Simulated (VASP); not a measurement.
# BN (BN (P6_3/mmc)) (P6_3/mmc) in VASP: a series of runs

Aim: see how the results for BN (BN (P6_3/mmc)) move with the level of theory and the settings. Levels: LDA, PBE. Tasks: relaxation of cell and atoms, relaxation of the atoms.

Everything below comes from runs of VASP 6.6.1. Logs are shortened: lines on timing, memory, paths and dates and some standing lists are left out, and cuts for length are marked.

### Step 1. The cell of the first run

Symmetry: P6_3/mmc, No. 194, hexagonal system. The conventional cell has a = 2.512 Å, b = 2.512 Å, c = 7.707 Å, α = 90.00°, β = 90.00°, γ = 120.00°. Within 1.9 Å of B (site symmetry -6m2) lie 3 N at 1.45 Å. N (site symmetry -6m2) has 3 B at 1.45 Å within 1.9 Å.

### Step 2. Relaxation of cell and atoms, LDA

The input, INCAR:

```
ALGO = Normal
EDIFF = 1E-6
EDIFFG = -0.005
ENCUT = 600
IBRION = 2
ISIF = 3
ISMEAR = 0
LASPH = T
LCHARG = F
LREAL = F
LWAVE = F
NELM = 100
NSW = 80
PREC = Accurate
SIGMA = 0.01
```

The input, KPOINTS:

```
k-points
0
Gamma
  13 13 4
```

The input, POSCAR:

```
BN
1.0
    2.5124282000      0.0000000000      0.0000000000
   -1.2562141000      2.1758267000      0.0000000000
    0.0000000000      0.0000000000      7.7072650000
B N
2 2
Direct
    0.3333333300      0.6666666700      0.2500000000
    0.6666666700      0.3333333300      0.7500000000
    0.3333333300      0.6666666700      0.7500000000
    0.6666666700      0.3333333300      0.2500000000
```

Potentials or basis: VASP PAW LDA potentials, release 64 (B, N).

Run with:

```console
$ cat potpaw_LDA.64/B/POTCAR potpaw_LDA.64/N/POTCAR > POTCAR
$ mpirun -np 1 vasp_std > vasp.out
```

OUTCAR:

```text
EDIFF = 1E-6
   EDIFFG = -0.005
   ENCUT = 600
   IBRION = 2
   ISIF = 3
   ISMEAR = 0
   LASPH = T
   LREAL = F
   NELM = 100
   NSW = 80
   PREC = Accurate

 ion  position               nearest neighbor table
   1  0.333  0.667  0.250-   4 1.45   4 1.45   4 1.45
   2  0.667  0.333  0.750-   3 1.45   3 1.45   3 1.45
   3  0.333  0.667  0.750-   2 1.45   2 1.45   2 1.45
   4  0.667  0.333  0.250-   1 1.45   1 1.45   1 1.45

  LATTYP: Found a hexagonal cell.
 ALAT       =     2.5124282000
 C/A-ratio  =     3.0676558240

  Lattice vectors:

 A1 = (   2.5124282000,   0.0000000000,   0.0000000000)
 A2 = (  -1.2562141000,   2.1758267000,   0.0000000000)
 A3 = (   0.0000000000,   0.0000000000,   7.7072650000)

Analysis of symmetry for initial positions (statically):
=====================================================================
 Subroutine PRICEL returns:
 Original cell was already a primitive cell.

 Routine SETGRP: Setting up the symmetry group for a
 hexagonal supercell.

 Subroutine GETGRP returns: Found 24 space group operations
 (whereof 12 operations were pure point group operations)
 out of a pool of 24 trial point group operations.

The static configuration has the point symmetry D_3d.
 The point group associated with its full space group is D_6h.

Analysis of symmetry for dynamics (positions and initial velocities):
=====================================================================
 Subroutine PRICEL returns:
 Original cell was already a primitive cell.

 Routine SETGRP: Setting up the symmetry group for a
 hexagonal supercell.

 Subroutine GETGRP returns: Found 24 space group operations
 (whereof 12 operations were pure point group operations)
 out of a pool of 24 trial point group operations.

The dynamic configuration has the point symmetry D_3d.
 The point group associated with its full space group is D_6h.

 Subroutine INISYM returns: Found 24 space group operations
 (whereof 12 operations are pure point group operations),
 and found     1 'primitive' translations

----------------------------------------------------------------------------------------

                                     Primitive cell

  volume of cell :      42.1326

  direct lattice vectors                    reciprocal lattice vectors
     2.512428200  0.000000000  0.000000000     0.398021325  0.229797713  0.000000000
    -1.256214100  2.175826700  0.000000000     0.000000000  0.459595426  0.000000000
     0.000000000  0.000000000  7.707265000     0.000000000  0.000000000  0.129747712

  length of vectors
     2.512428200  2.512428246  7.707265000     0.459595435  0.459595426  0.129747712

  position of ions in fractional coordinates (direct lattice)
     0.333333330  0.666666670  0.250000000
     0.666666670  0.333333330  0.750000000
     0.333333330  0.666666670  0.750000000
     0.666666670  0.333333330  0.250000000

  ion indices of the primitive-cell ions
   primitive index   ion index
                 1           1
                 2           2
                 3           3
                 4           4

----------------------------------------------------------------------------------------

 KPOINTS: k-points

Automatic generation of k-mesh.
 Grid dimensions read from file:
 generate k-points for:   13   13    4

 Generating k-lattice:

  Cartesian coordinates                     Fractional coordinates (reciprocal lattice)
     0.030617025  0.017676747  0.000000000     0.076923077  0.000000000  0.000000000
     0.000000000  0.035353494  0.000000000     0.000000000  0.076923077  0.000000000
     0.000000000  0.000000000  0.032436928     0.000000000  0.000000000  0.250000000

  Length of vectors
     0.035353495  0.035353494  0.032436928

  Shift w.r.t. Gamma in fractional coordinates (k-lattice)
     0.000000000  0.000000000  0.000000000

 Subroutine IBZKPT returns following result:
 ===========================================

 Found     63 irreducible k-points:

 Following reciprocal coordinates:
            Coordinates               Weight
  0.000000  0.000000  0.000000      1.000000
  0.076923 -0.000000  0.000000      6.000000
  0.153846 -0.000000  0.000000      6.000000
  0.230769 -0.000000  0.000000      6.000000
  0.307692 -0.000000  0.000000      6.000000
  0.384615  0.000000  0.000000      6.000000
[... 16 lines left out ...]
  0.076923 -0.000000  0.250000     12.000000
  0.153846 -0.000000  0.250000     12.000000
 [... further k-points ...]
   k-points           NKPTS =     63   k-points in BZ     NKDIM =     63   number of bands    NBANDS=     12
   number of dos      NEDOS =    301   number of ions     NIONS =      4
   total plane-waves  NPLWV =  25600
   dimension x,y,z NGX =    20 NGY =   20 NGZ =   64
   dimension x,y,z NGXF=    40 NGYF=   40 NGZF=  128
   ions per type =               2   2
   NGX,Y,Z   is equivalent  to a cutoff of  13.23, 13.23, 13.80 a.u.
   NGXF,Y,Z  is equivalent  to a cutoff of  26.47, 26.47, 27.61 a.u.
 SYSTEM =  unknown system
   PREC   = accura    normal or accurate (medium, high low for compatibility)
   ISTART =      0    job   : 0-new  1-cont  2-samecut
   ICHARG =      2    charge: 1-file 2-atom 10-const
   ISPIN  =      1    spin polarized calculation?
   LNONCOLLINEAR =      F non collinear calculations
   LSORBIT =      F    spin-orbit coupling
   LASPH  =      T    aspherical Exc in radial PAW
   ENCUT  =  600.0 eV  44.10 Ry    6.64 a.u.   5.02  5.02 15.39*2*pi/ulx,y,z
   NELM   =    100;   NELMIN=  2; NELMDL= -5     # of ELM steps
   EDIFF  = 0.1E-05   stopping-criterion for ELM
   LREAL  =      F    real-space projection
   EDIFFG = -.5E-02   stopping-criterion for IOM
   NSW    =     80    number of steps for IOM
   IBRION =      2    ionic relax: 0-MD 1-quasi-New 2-CG
   NFREE  =      1    steps in history (QN), initial steepest desc. (CG)
   ISIF   =      3    stress and relaxation
   ISYM   =      2    0-nonsym 1-usesym 2-fastsym
   POTIM  = 0.5000    time-step for ionic-motion
   TEBEG  =    0.0;   TEEND  =   0.0 temperature during run
   PSTRESS=    0.0 pullay stress
   NELECT =      16.0000    total number of electrons
   NUPDOWN=      -1.0000    fix difference up-down
   EMIN   =  10.00;   EMAX   =-10.00  energy-range for DOS
   EFERMI =   0.00;   METHOD = LEGACY
   ISMEAR =     0;   SIGMA  =   0.01  broadening in eV -4-tet -1-fermi 0-gaus
   EFERMI_NEDOS =   21; number of points for ismear=-14 and -15
   IALGO  =     38    algorithm
   IMIX   =      4    mixing-type and parameters
     AMIX     =   0.40;   BMIX     =  1.00
     AMIX_MAG =   1.60;   BMIX_MAG =  1.00
  volume/ion in A,a.u.               =      10.53        71.08
  Fermi-wavevector in a.u.,A,eV,Ry     =   1.185520  2.240307 19.122400  1.405457
  Thomas-Fermi vector in A             =   2.321712
   LORBIT       =      0    0 simple, 1 ext, 2 COOP (PROOUT), +10 PAW based schemes
   GGA     = CA    functional components
   LHFCALC =     F    Hartree Fock is set to
   AEXX    =    0.0000 exact exchange contribution
   IVDW    =     0    specifies the selected vdW correction
   LEPSILON=     F    determine dielectric tensor
   LRPA    =     F    only Hartree local field effects (RPA)
 conjugate gradient relaxation of ions
 non-spin polarized calculation
 Gauss-broadening in eV      SIGMA  =   0.01
  energy-cutoff  :      600.00
  volume of cell :       42.13
 maximum number of plane-waves:      1429
 NGX is ok and might be reduce to    20

--------------------------------------- Ionic step        1  -------------------------------------------

 number of electron      16.0000002 magnetization

 Free energy of the ion-electron system (eV)
  ---------------------------------------------------
  ext. energy  EPLUGINS =         0.00000000
  ---------------------------------------------------
  free energy    TOTEN  =       -38.52004596 eV

  energy without entropy =      -38.52004596  energy(sigma->0) =      -38.52004596

------------------------ aborting loop because EDIFF is reached ----------------------------------------

  FORCE on cell =-STRESS in cart. coord.  units (eV):
  Direction    XX          YY          ZZ          XY          YZ          ZX
  --------------------------------------------------------------------------------------
  -------------------------------------------------------------------------------------
  Total       -2.2242417     -2.2242418     -0.4043028      0.0000000      0.0000000      0.0000000
  in kB      -84.5812907    -84.5812949    -15.3744311      0.0000000      0.0000000      0.0000000
  external PRESSURE =     -61.5123389 kB  Pullay stress =       0.0000000 kB
[... 822 lines left out ...]
 k-point    24 :       0.1538   -0.0000    0.2500
  band No.  band energies     occupation
      1     -15.7257      2.00000
      2     -15.6347      2.00000
      3      -3.8170      2.00000
      4      -2.9348      2.00000
      5      -1.6131      2.00000
      6      -1.6074      2.00000
      7      -0.7096      2.00000
      8      -0.6979      2.00000
      9       7.0394      0.00000
     10       9.6008      0.00000
     11      12.5604      0.00000
     12      12.7438      0.00000

 [... further k-points ...]

[... ionic steps 4 to 11 ...]

--------------------------------------- Ionic step       12  -------------------------------------------

 number of electron      16.0000000 magnetization

------------------------ aborting loop because EDIFF is reached ----------------------------------------

  FORCE on cell =-STRESS in cart. coord.  units (eV):
  Direction    XX          YY          ZZ          XY          YZ          ZX
  --------------------------------------------------------------------------------------
  -------------------------------------------------------------------------------------
  Total        0.0641145      0.0641145      0.0071223      0.0000000     -0.0000000      0.0000000
  in kB        2.9691451      2.9691453      0.3298365      0.0000000     -0.0000000      0.0000000
  external PRESSURE =       2.0893757 kB  Pullay stress =       0.0000000 kB
[... 61 lines left out ...]
  energy  without entropy=      -38.5899977995  energy(sigma->0) =      -38.58999780

--------------------------------------- Ionic step       14  -------------------------------------------

 number of electron      16.0000000 magnetization

 Free energy of the ion-electron system (eV)
  ---------------------------------------------------
  ext. energy  EPLUGINS =         0.00000000
  ---------------------------------------------------
  free energy    TOTEN  =       -38.59708452 eV

  energy without entropy =      -38.59708452  energy(sigma->0) =      -38.59708452

 E-fermi :   2.6550     XC(G=0): -10.7416

 val. band max:        2.5187904497   @ k =   0.3077   0.3077   0.0000
 cond. band min:       6.5972162936   @ k =   0.4615   0.0769   0.0000
 fundamental gap:      4.0784258439
 Fermi energy:         2.6550371001

 k-point     1 :       0.0000    0.0000    0.0000
  band No.  band energies     occupation
      1     -15.2553      2.00000
      2     -14.8651      2.00000
      3      -4.0845      2.00000
      4      -1.5534      2.00000
      5       1.1454      2.00000
      6       1.1454      2.00000
      7       1.1948      2.00000
      8       1.1948      2.00000
      9       7.6208      0.00000
     10      12.9331      0.00000
     11      14.0232      0.00000
     12      14.1816      0.00000
[... 376 lines left out ...]
  FREE ENERGIE OF THE ION-ELECTRON SYSTEM (eV)
  ---------------------------------------------------
  free  energy   TOTEN  =       -38.5970845241 eV

  energy  without entropy=      -38.5970845241  energy(sigma->0) =      -38.59708452

 reached required accuracy - stopping structural energy minimisation
```

Wall time 97 s (1 thread of Intel Xeon 6975P-C (Granite Rapids), shared host); peak memory 0.16 GiB.

What came out:

```yaml
Free_energy: -38.5971 eV
Relaxed_volume: 8.65 Å³/atom
Relaxed_cell: a = 2.490 Å, b = 2.490 Å, c = 6.446 Å, α = 90.00°, β = 90.00°, γ = 120.00°
Space_group_after_relaxing_to_0.05_Å: P6_3/mmc (No. 194)
Energy_gained_by_relaxing: 19.3 meV/atom
Ionic_steps: 14
Pressure_after_relaxing: 0.0 GPa
Band_gap_on_the_k_mesh: 4.08 eV, indirect (least direct gap 4.45 eV)
```

The path:
| step | energy change (eV) | largest force (eV/Å) | pressure (GPa) | volume (Å³) |
| --- | --- | --- | --- | --- |
| 1 | 0.0000 | 0.0000 | -6.15 | 42.13 |
| 2 | 0.0603 | 0.0000 | 11.99 | 39.71 |
| 3 | -0.0212 | 0.0000 | -0.54 | 41.30 |
| 4 | -0.0212 | 0.0000 | -0.41 | 41.28 |
| 5 | -0.0229 | 0.0000 | -0.41 | 41.11 |
| 6 | -0.0283 | 0.0000 | -0.44 | 40.58 |
| 7 | -0.0393 | 0.0000 | -0.46 | 39.53 |
| 8 | -0.0611 | 0.0000 | -0.39 | 37.41 |
| 9 | -0.0701 | 0.0000 | 0.84 | 33.19 |
| 10 | -0.0758 | 0.0000 | -0.01 | 35.30 |
| 11 | -0.0770 | 0.0000 | 0.14 | 34.77 |
| 12 | -0.0770 | 0.0000 | 0.21 | 34.60 |
| 13 | -0.0700 | 0.0000 | -4.03 | 34.96 |
| 14 | -0.0770 | 0.0000 | 0.02 | 34.61 |

Final structure:
```
CELL_PARAMETERS angstrom
2.49008 0.00000 0.00000
-1.24504 2.15648 0.00000
0.00000 0.00000 6.44599
ATOMIC_POSITIONS crystal
B 0.33333 0.66667 0.25000
B 0.66667 0.33333 0.75000
N 0.33333 0.66667 0.75000
N 0.66667 0.33333 0.25000
```

Caveat: the volume moved by over 15 % at a fixed basis, so the end points are rough.

### Step 3. Relaxation of the atoms, PBE

This run uses another cell than the first one: it holds 36 atoms, not 4.

The input, INCAR:

```
PREC = Accurate
ENCUT = 520
EDIFF = 1E-6
ISMEAR = -1
SIGMA = 0.01
LREAL = Auto
LASPH = T
NELM = 60
ALGO = Normal
ISIF = 2
LWAVE = F
LCHARG = F
GGA = PE
IBRION = 2
NSW = 100
EDIFFG = -0.01
```

The input, KPOINTS:

```
Automatic mesh
0
Gamma
  1 1 1
  0.25 0.25 0.25
```

The input, POSCAR:

```
BN
1.0
    7.4650312844      0.0000000000      0.0000000000
   -3.7325156422      6.4649067324      0.0000000000
    0.0000000000      0.0000000000      6.4954828762
B N
18 18
Direct
    0.1111111111      0.2222222222      0.2500000000
    0.2222222222      0.1111111111      0.7500000000
    0.1111111111      0.5555555556      0.2500000000
    0.2222222222      0.4444444444      0.7500000000
    0.1111111111      0.8888888889      0.2500000000
    0.2222222222      0.7777777778      0.7500000000
    0.4444444444      0.2222222222      0.2500000000
    0.5555555556      0.1111111111      0.7500000000
    0.4444444444      0.5555555556      0.2500000000
    0.5555555556      0.4444444444      0.7500000000
    0.4444444444      0.8888888889      0.2500000000
    0.5555555556      0.7777777778      0.7500000000
    0.7777777778      0.2222222222      0.2500000000
    0.8888888889      0.1111111111      0.7500000000
    0.7777777778      0.5555555556      0.2500000000
    0.8888888889      0.4444444444      0.7500000000
    0.7777777778      0.8888888889      0.2500000000
    0.8888888889      0.7777777778      0.7500000000
    0.1111111111      0.2222222222      0.7500000000
    0.2222222222      0.1111111111      0.2500000000
    0.1111111111      0.5555555556      0.7500000000
    0.2222222222      0.4444444444      0.2500000000
    0.1111111111      0.8888888889      0.7500000000
    0.2222222222      0.7777777778      0.2500000000
    0.4444444444      0.2222222222      0.7500000000
    0.5555555556      0.1111111111      0.2500000000
    0.4444444444      0.5555555556      0.7500000000
    0.5555555556      0.4444444444      0.2500000000
    0.4444444444      0.8888888889      0.7500000000
    0.5555555556      0.7777777778      0.2500000000
    0.7777777778      0.2222222222      0.7500000000
    0.8888888889      0.1111111111      0.2500000000
    0.7777777778      0.5555555556      0.7500000000
    0.8888888889      0.4444444444      0.2500000000
    0.7777777778      0.8888888889      0.7500000000
    0.8888888889      0.7777777778      0.2500000000
```

Potentials or basis: VASP PAW PBE potentials, release 64 (B, N).

Run with:

```console
$ cat potpaw_PBE.64/B/POTCAR potpaw_PBE.64/N/POTCAR > POTCAR
$ mpirun -np 1 vasp_std > vasp.out
```

It took 34 s on 1 thread of Intel Xeon 6975P-C (Granite Rapids), shared host; peak memory 0.36 GiB.

It converged, with:

* Free energy: -316.5564 eV
* Pressure after relaxing: 8.8 GPa
* Band gap on the k mesh: 4.82 eV

Stress tensor (GPa, compression positive):
```
11.31  0.00  0.00
 0.00 11.31  0.00
 0.00  0.00  3.64
```

Final structure:
```
B N
1.0
     7.46503    0.00000    0.00000
    -3.73252    6.46491    0.00000
     0.00000    0.00000    6.49548
B N
18 18
Direct
  0.11111 0.22222 0.25000
  0.22222 0.11111 0.75000
  0.11111 0.55556 0.25000
  0.22222 0.44444 0.75000
  0.11111 0.88889 0.25000
  0.22222 0.77778 0.75000
  0.44444 0.22222 0.25000
  0.55556 0.11111 0.75000
  0.44444 0.55556 0.25000
  0.55556 0.44444 0.75000
  0.44444 0.88889 0.25000
  0.55556 0.77778 0.75000
  0.77778 0.22222 0.25000
  0.88889 0.11111 0.75000
  0.77778 0.55556 0.25000
  0.88889 0.44444 0.75000
  0.77778 0.88889 0.25000
  0.88889 0.77778 0.75000
  0.11111 0.22222 0.75000
  0.22222 0.11111 0.25000
  0.11111 0.55556 0.75000
  0.22222 0.44444 0.25000
  0.11111 0.88889 0.75000
  0.22222 0.77778 0.25000
  0.44444 0.22222 0.75000
  0.55556 0.11111 0.25000
  0.44444 0.55556 0.75000
  0.55556 0.44444 0.25000
  0.44444 0.88889 0.75000
  0.55556 0.77778 0.25000
  0.77778 0.22222 0.75000
  0.88889 0.11111 0.25000
  0.77778 0.55556 0.75000
  0.88889 0.44444 0.25000
  0.77778 0.88889 0.75000
  0.88889 0.77778 0.25000
```

Levels at points of the mesh, in eV from the valence-band top:
```tsv
k point	band 70	band 71	band 72	band 73	band 74	band 75
(0.25, 0.25, 0.25)	-0.32	-0.32	0.00	4.82	4.88	4.88
```

Caveat: the k points lie up to 0.97 Å⁻¹ apart; the relaxation stopped at its first step, so nothing moved; this functional lacks dispersion, which binds the layers, so the pressure and a relaxed spacing across them are unreliable. A hybrid or GW would open this gap; PBE tends to underestimate it.
